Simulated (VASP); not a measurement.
# SnSe in VASP: a series of runs, part 2 of 2

VASP 6.6.1.

## 4. Single point, PBEsol

This run uses another cell than the first one, of 52.48 Å³/atom, 1.020 times its volume.

INCAR reads:

```
PREC = Accurate
ENCUT = 520
EDIFF = 1E-7
ISMEAR = -1
SIGMA = 0.05
LREAL = F
LASPH = T
NELM = 80
ALGO = Normal
ISIF = 2
LWAVE = F
LCHARG = F
GGA = PS
NBANDS = 28
```

KPOINTS reads:

```
regular mesh
0
Gamma
  6 6 3
```

POSCAR reads:

```
SnSe
1.0
    4.3417197731      0.0000000000      0.0000000000
    0.0000000000      4.3417197731      0.0000000000
    0.0000000000      0.0000000000     11.1353230860
Sn Se
2 2
Direct
    0.0000000000      0.5000000000      0.6277708900
    0.5000000000      0.0000000000      0.3722291100
    0.0000000000      0.5000000000      0.3839605100
    0.5000000000      0.0000000000      0.6160394900
```

Potentials or basis: VASP PAW PBE potentials, release 64 (Sn_d, Se).

Run with:

```
$ cat potpaw_PBE.64/Sn_d/POTCAR potpaw_PBE.64/Se/POTCAR > POTCAR
$ mpirun -np 1 vasp_std > vasp.out
```

OUTCAR:

```text
PREC = Accurate
   ENCUT = 520
   EDIFF = 1E-7
   ISMEAR = -1
   LREAL = F
   LASPH = T
   NELM = 80
   ISIF = 2
   GGA = PS

 ion  position               nearest neighbor table
   1  0.000  0.500  0.628-   3 2.71   4 3.07   4 3.07   4 3.07   4 3.07
   2  0.500  0.000  0.372-   4 2.71   3 3.07   3 3.07   3 3.07   3 3.07
   3  0.000  0.500  0.384-   1 2.71   2 3.07   2 3.07   2 3.07   2 3.07
   4  0.500  0.000  0.616-   2 2.71   1 3.07   1 3.07   1 3.07   1 3.07

  LATTYP: Found a simple tetragonal cell.
 ALAT       =     4.3417197731
 C/A-ratio  =     2.5647263453

  Lattice vectors:

 A1 = (   4.3417197731,   0.0000000000,   0.0000000000)
 A2 = (   0.0000000000,   4.3417197731,   0.0000000000)
 A3 = (   0.0000000000,   0.0000000000,  11.1353230860)

Analysis of symmetry for initial positions (statically):
=====================================================================
 Subroutine PRICEL returns:
 Original cell was already a primitive cell.

 Routine SETGRP: Setting up the symmetry group for a
 simple tetragonal supercell.

 Subroutine GETGRP returns: Found 16 space group operations
 (whereof  8 operations were pure point group operations)
 out of a pool of 16 trial point group operations.

The static configuration has the point symmetry D_2d.
 The point group associated with its full space group is D_4h.

Analysis of symmetry for dynamics (positions and initial velocities):
=====================================================================
 Subroutine PRICEL returns:
 Original cell was already a primitive cell.

 Routine SETGRP: Setting up the symmetry group for a
 simple tetragonal supercell.

 Subroutine GETGRP returns: Found 16 space group operations
 (whereof  8 operations were pure point group operations)
 out of a pool of 16 trial point group operations.

[... 113 lines left out ...]
   EMIN   =  10.00;   EMAX   =-10.00  energy-range for DOS
   EFERMI =   0.00;   METHOD = LEGACY
   ISMEAR =    -1;   SIGMA  =   0.05  broadening in eV -4-tet -1-fermi 0-gaus
   EFERMI_NEDOS =   21; number of points for ismear=-14 and -15
   IALGO  =     38    algorithm
   IMIX   =      4    mixing-type and parameters
     AMIX     =   0.40;   BMIX     =  1.00
     AMIX_MAG =   1.60;   BMIX_MAG =  1.00
  volume/ion in A,a.u.               =      52.48       354.13
  Fermi-wavevector in a.u.,A,eV,Ry     =   0.942076  1.780266 12.075273  0.887508
  Thomas-Fermi vector in A             =   2.069650
   LORBIT       =      0    0 simple, 1 ext, 2 COOP (PROOUT), +10 PAW based schemes
   GGA     = PS    functional components
   LHFCALC =     F    Hartree Fock is set to
   AEXX    =    0.0000 exact exchange contribution
   IVDW    =     0    specifies the selected vdW correction
   LEPSILON=     F    determine dielectric tensor
   LRPA    =     F    only Hartree local field effects (RPA)
 non-spin polarized calculation
  energy-cutoff  :      520.00
  volume of cell :      209.91
 maximum number of plane-waves:      5696
   NGX = 17   NGY = 17   NGZ = 41

 number of electron      40.0000001 magnetization

 Free energy of the ion-electron system (eV)
  ---------------------------------------------------
  ext. energy  EPLUGINS =         0.00000000
  ---------------------------------------------------
  free energy    TOTEN  =       -17.51459312 eV

  energy without entropy =      -17.51459297  energy(sigma->0) =      -17.51459304

 E-fermi :   0.9638     XC(G=0):  -5.9621

 val. band max:        0.2204416230   @ k =   0.3333   0.0000   0.3333
 cond. band min:       1.7235357167   @ k =   0.3333   0.0000   0.3333
 fundamental gap:      1.5030940937
 Fermi energy:         0.9638140176

 k-point     1 :       0.0000    0.0000    0.0000
  band No.  band energies     occupation
      1     -20.7002      2.00000
      2     -20.6956      2.00000
      3     -20.6919      2.00000
      4     -20.6859      2.00000
      5     -20.6786      2.00000
      6     -20.6554      2.00000
[... 609 lines left out ...]
     27       6.5250      0.00000
     28       6.5250      0.00000

------------------------ aborting loop because EDIFF is reached ----------------------------------------

  FORCE on cell =-STRESS in cart. coord.  units (eV):
  Direction    XX          YY          ZZ          XY          YZ          ZX
  --------------------------------------------------------------------------------------
  -------------------------------------------------------------------------------------
  Total       -2.4643168     -2.4643168     -1.2977318      0.0000000      0.0000000      0.0000000
  in kB      -18.8096502    -18.8096502     -9.9053342      0.0000000      0.0000000      0.0000000
  external PRESSURE =     -15.8415449 kB  Pullay stress =       0.0000000 kB

 VOLUME and BASIS-vectors are now :
 -----------------------------------------------------------------------------
  energy-cutoff  :      520.00
  volume of cell :      209.91
      direct lattice vectors                 reciprocal lattice vectors
     4.341719773  0.000000000  0.000000000     0.230323478  0.000000000  0.000000000
     0.000000000  4.341719773  0.000000000     0.000000000  0.230323478  0.000000000
     0.000000000  0.000000000 11.135323086     0.000000000  0.000000000  0.089804309

 POSITION                                       TOTAL-FORCE (eV/Angst)
 -----------------------------------------------------------------------------------
      0.00000      2.17086      6.99043        -0.000000      0.000000     -0.345038
      2.17086      0.00000      4.14489         0.000000      0.000000      0.345038
      0.00000      2.17086      4.27552        -0.000000      0.000000      0.111011
      2.17086      0.00000      6.85980         0.000000     -0.000000     -0.111011
 -----------------------------------------------------------------------------------
    total drift:                                0.000000      0.000000      0.000000

  FREE ENERGIE OF THE ION-ELECTRON SYSTEM (eV)
  ---------------------------------------------------
  free  energy   TOTEN  =       -17.5145931227 eV

  energy  without entropy=      -17.5145929668  energy(sigma->0) =      -17.51459304
```

OSZICAR:

```text
N       E                     dE             d eps       ncg     rms          rms(c)
DAV:   1     0.333903092769E+03    0.33390E+03   -0.18442E+04  1176   0.142E+03
DAV:   2     0.267004422709E+02   -0.30720E+03   -0.29889E+03  1220   0.350E+02
DAV:   3    -0.160739012755E+02   -0.42774E+02   -0.42259E+02  1420   0.140E+02
DAV:   4    -0.179963253071E+02   -0.19224E+01   -0.19147E+01  1328   0.319E+01
DAV:   5    -0.180516913202E+02   -0.55366E-01   -0.55357E-01  1480   0.570E+00    0.426E+00
DAV:   6    -0.175529960529E+02    0.49870E+00   -0.11664E+00  1516   0.572E+00    0.258E+00
DAV:   7    -0.175269769027E+02    0.26019E-01   -0.27993E-01  1364   0.211E+00    0.114E+00
DAV:   8    -0.175156076995E+02    0.11369E-01   -0.30296E-02  1312   0.111E+00    0.239E-01
DAV:   9    -0.175119380990E+02    0.36696E-02   -0.61225E-03  1316   0.436E-01    0.126E-01
DAV:  10    -0.175111436752E+02    0.79442E-03   -0.33773E-03  1184   0.211E-01    0.489E-02
DAV:  11    -0.175123037594E+02   -0.11601E-02   -0.13521E-03  1344   0.130E-01    0.567E-02
DAV:  12    -0.175143743787E+02   -0.20706E-02   -0.69052E-04  1160   0.117E-01    0.182E-02
DAV:  13    -0.175145483404E+02   -0.17396E-03   -0.56138E-05  1184   0.418E-02    0.118E-02
DAV:  14    -0.175145926792E+02   -0.44339E-04   -0.35448E-05  1152   0.314E-02    0.401E-03
DAV:  15    -0.175145928667E+02   -0.18753E-06   -0.13782E-06  1240   0.621E-03    0.145E-03
DAV:  16    -0.175145931282E+02   -0.26146E-06   -0.43864E-07   984   0.352E-03    0.909E-04
DAV:  17    -0.175145931227E+02    0.54224E-08   -0.75746E-08   956   0.158E-03
   1 F= -.17514593E+02 E0= -.17514593E+02  d E =-.155970E-06
```

stdout:

```text
POSCAR found type information on POSCAR SnSe
 POSCAR found :  2 types and       4 ions
 scaLAPACK will be used
 -----------------------------------------------------------------------------
|                                                                             |
|                                                                             |
|     You enforced a specific xc type in the INCAR file but a different       |
|     I HOPE YOU KNOW WHAT YOU ARE DOING!                                     |
|                                                                             |
 -----------------------------------------------------------------------------

 LDA part: xc-table for (Slater+PW92), standard interpolation
 POSCAR, INCAR and KPOINTS ok, starting setup
 FFT: planning ... GRIDC
 FFT: planning ... GRID_SOFT
 FFT: planning ... GRID
 WAVECAR not read
 entering main loop
```

Run time: 62 s. Hardware: 1 thread of Intel Xeon 6975P-C (Granite Rapids), shared host; peak memory 0.31 GiB.

What came out:

```
Free energy            : -17.5146 eV
Largest force          : 0.345 eV/Å
Band gap on the k mesh : 1.50 eV, direct
```

Forces on the atoms (eV/Å):
```
Sn   0.000  0.000 -0.345
Sn   0.000  0.000  0.345
Se   0.000  0.000  0.111
Se   0.000  0.000 -0.111
```

Levels at points of the mesh, in eV from the valence-band top:
| k point | band 16 | band 17 | band 18 | band 19 | band 20 | band 21 | band 22 | band 23 | band 24 | band 25 |
| --- | --- | --- | --- | --- | --- | --- | --- | --- | --- | --- |
| (0.00, 0.00, 0.00) | -2.75 | -2.75 | -1.48 | -1.48 | -0.18 | 1.77 | 3.87 | 3.92 | 4.37 | 4.37 |
| (0.50, 0.00, 0.00) | -2.05 | -1.30 | -1.30 | -0.16 | -0.16 | 1.54 | 1.54 | 2.15 | 2.15 | 3.21 |
| (0.50, 0.50, 0.00) | -4.43 | -2.93 | -2.93 | -1.50 | -1.50 | 3.70 | 3.70 | 4.84 | 4.84 | 4.91 |

Caveat: the PAW data sets were made with another functional, which shifts forces and pressure a little; spin-orbit coupling is left out, which moves the levels of the heavy elements.

## 5. The runs side by side

```tsv
level	potentials or basis	cell	gap on the mesh (eV)	largest force (eV/Å)
PBEsol	VASP PAW PBE potentials, release 64 (Sn_d, Se)	a = 4.314, b = 4.314, c = 11.063 Å, 4 atoms	1.49	0.22
LDA	VASP PAW LDA potentials, release 64 (Sn_d, Se)	a = 4.342, b = 4.342, c = 11.135 Å, 4 atoms	1.49	0.46
PBEsol	VASP PAW PBE potentials, release 64 (Sn_d, Se)	a = 4.342, b = 4.342, c = 11.135 Å, 4 atoms	1.50	0.35
```

Alike in all rows: task single point; no spin polarisation; k mesh 6 × 6 × 3; cutoff (eV) 520; smearing fermi-dirac 0.05 eV.

Caveats: spin-orbit coupling is left out, which moves the levels of the heavy elements; the PAW data sets were made with another functional, which shifts forces and pressure a little (some runs).

Absolute energies hang on the potentials; compare differences alone.
